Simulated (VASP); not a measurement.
PtS2:

```
Pt S
1.0
     3.47087    0.00000    0.00000
    -1.73543    3.00586    0.00000
     0.00000    0.00000    4.93594
Pt S
1 2
Direct
  0.00000 0.00000 0.00000
  0.66667 0.33333 0.77300
  0.33333 0.66667 0.22700
```

Base run:

| Item | Value |
| --- | --- |
| Program | VASP 6.6.1 |
| Functional | PBE |
| Potentials or basis | VASP PAW PBE potentials, release 64 (Pt_sv_GW, S) |
| Cutoff | 570 eV |
| k mesh | 9 × 9 × 5 |
| Occupations | fermi-dirac, width 0.05 eV |
| Spin | no spin polarisation |

Its results: band gap on the k mesh 1.09 eV (least direct gap 1.14 eV); pressure 23.2 GPa; largest force 2.280 eV/Å.

Problem. The run is repeated on the same cell with these changes: k mesh from 9 × 9 × 5 to 7 × 7 × 5. What comes out?

Solution. Band gap on the k mesh 0.95 eV (least direct gap 1.24 eV); pressure 23.2 GPa; largest force 2.282 eV/Å.

Caveats: the stress differs along the axes, from 18 to 26 GPa; spin-orbit coupling is left out, which moves the levels of the heavy elements; forces of over 1 eV/Å act on the atoms, so gaps and moduli don't describe the material at rest.

A k mesh can miss the band edges.
